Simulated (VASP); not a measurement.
Set up this calculation in VASP 6.6.1, as the native input.

- Task: single point
- Functional: PBE
- Potentials or basis: VASP PAW PBE potentials, release 64 (Zn)
- Cutoff: 520 eV
- k mesh: 19 × 19 × 10
- Occupations: methfessel-paxton, width 0.05 eV
- Spin: no spin polarisation
- Dipole correction: no
- Further INCAR settings: ALGO = Normal; EDIFF = 1e-06; NBANDS = 19

The structure of Zn lies in POSCAR:

```
Zn
1.0
    2.6606120415      0.0000000000      0.0000000000
   -1.3303060207      2.3041576175      0.0000000000
    0.0000000000      0.0000000000      4.9367982885
Zn
2
Direct
    0.3333333333      0.6666666667      0.2500000000
    0.6666666667      0.3333333333      0.7500000000
```

One way to write it, as run:

INCAR

```
PREC     = Accurate       # precision mode
ENCUT    = 520            # plane-wave cutoff, eV
EDIFF    = 1E-6           # SCF threshold, eV
ISMEAR   = 1              # smearing method
SIGMA    = 0.05           # smearing width, eV
LREAL    = F              # projectors in reciprocal space
LASPH    = T              # aspherical terms in the spheres
NELM     = 80             # most SCF steps
ALGO     = Normal         # electronic algorithm
ISIF     = 2              # what is computed and relaxed
LWAVE    = F              # write WAVECAR
LCHARG   = F              # write CHGCAR
GGA      = PE             # functional
NBANDS   = 19             # bands
```

KPOINTS

```
regular mesh
0
Gamma
  19 19 10
```

Potentials or basis: VASP PAW PBE potentials, release 64 (Zn).

Run with:

```sh
$ cat potpaw_PBE.64/Zn/POTCAR > POTCAR
$ mpirun -np 1 vasp_std > vasp.out
```

It gave:

```yaml
Pressure: 0.3 GPa
Band_gap_on_the_k_mesh: zero (band 12 reaches 4.83 eV, above the bottom of band 13 at 0.12 eV)
```

Wall time 86 s on 1 thread of Intel(R) Xeon(R) Platinum 8259CL CPU @ 2.50GHz (Skylake/Cascade Lake) (shared host), peak memory 0.23 GiB.
